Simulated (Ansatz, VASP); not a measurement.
## One calculation of Cr, two programs

Contents of INCAR:

```
PREC     = Accurate       # precision mode
ENCUT    = 520            # plane-wave cutoff, eV
EDIFF    = 1E-6           # SCF threshold, eV
ISMEAR   = 0              # smearing method
SIGMA    = 0.15           # smearing width, eV
LREAL    = F              # projectors in reciprocal space
LASPH    = T              # aspherical terms in the spheres
NELM     = 100            # most SCF steps
ALGO     = Fast           # electronic algorithm
ISIF     = 2              # what is computed and relaxed
LWAVE    = F              # write WAVECAR
LCHARG   = T              # write CHGCAR
GGA      = PS             # functional
LELF     = T              # ELF
LVHAR    = T            
NBANDS   = 12             # bands
```

The input KPOINTS:

```
regular mesh
0
Gamma
  26 26 26
```

File POSCAR:

```
Cr
1.0
   -1.5664576830      1.5664576830      1.2218369927
    1.5664576830     -1.5664576830      1.2218369927
    1.5664576830      1.5664576830     -1.2218369927
Cr
1
Direct
    0.0000000000      0.0000000000      0.0000000000
```

Input for Ansatz:

```yaml
crystal:
  lattice:
    - [-1.566457683, 1.566457683, 1.2218369927]
    - [1.566457683, -1.566457683, 1.2218369927]
    - [1.566457683, 1.566457683, -1.2218369927]
  atoms:
    - { symbol: Cr, position: [0.0, 0.0, 0.0] }
basis:
  ecutwfc: 420
kpoints:
  mp_grid: { grid: [26, 26, 26] }
hamiltonian:
  xc: pbesol
scf:
  occupations: { method: gaussian, width: 0.15 }
output:
  forces: true
  stress: true
  eigenvalues: true
```

Alike in both runs: task single point; functional PBEsol; k mesh 26 × 26 × 26; occupations gaussian, width 0.15 eV; no spin polarisation.

|  | VASP | Ansatz |
| --- | --- | --- |
| version | VASP 6.6.1 | Ansatz 0.2.0 |
| potentials or method | VASP PAW PBE potentials, release 64 (Cr_pv), cutoff 520 eV | scalar-relativistic, plane waves, PAW |
| valence electrons in the cell | 12 | 14 |

Ansatz gave:

| Quantity | Value |
| --- | --- |
| gap on the k mesh at the Fermi level (eV) | none |
| pressure (GPa) | -10.2 |
| traceless stress, the component that is largest in VASP (GPa) | 19.57 |

Problem. Which values does VASP return?

Solution. gap on the k mesh at the Fermi level (eV): none; pressure (GPa): -10.7; traceless stress, the component that is largest in VASP (GPa): 19.25.

VASP's potentials were made for PBE, not for PBEsol. A gap of «none» marks a metal or a gap that the smearing closes. VASP's potentials hold 12 valence electrons a cell and Ansatz's 14, so a difference there can come from the potentials and not from the codes.
